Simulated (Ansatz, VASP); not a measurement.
## One calculation of HfB, two programs

```
CELL_PARAMETERS angstrom
0.00000 2.39395 2.39395
2.39395 0.00000 2.39395
2.39395 2.39395 0.00000
ATOMIC_POSITIONS crystal
Hf 0.50000 0.50000 0.50000
B 0.00000 0.00000 0.00000
```

Alike in both runs: task single point; functional PBEsol; k mesh 16 × 16 × 16; occupations gaussian, width 0.1 eV; no spin polarisation.

|  | VASP | Ansatz |
| --- | --- | --- |
| version | VASP 6.6.1 | Ansatz 0.2.0 |
| potentials or method | VASP PAW PBE potentials, release 64 (Hf_pv, B), cutoff 520 eV | scalar-relativistic, plane waves, PAW |
| valence electrons in the cell | 13 | 29 |

Ansatz gave:

- gap on the k mesh at the Fermi level (eV): none
- pressure (GPa): 0.0

Task: What did VASP give for the same quantities?

Result: gap on the k mesh at the Fermi level (eV): none; pressure (GPa): 0.3.

VASP's potentials were made for PBE, not for PBEsol. A gap of «none» marks a metal or a gap that the smearing closes. VASP's potentials hold 13 valence electrons a cell and Ansatz's 29, so a difference there can come from the potentials and not from the codes.

Neither program's run includes spin-orbit coupling.
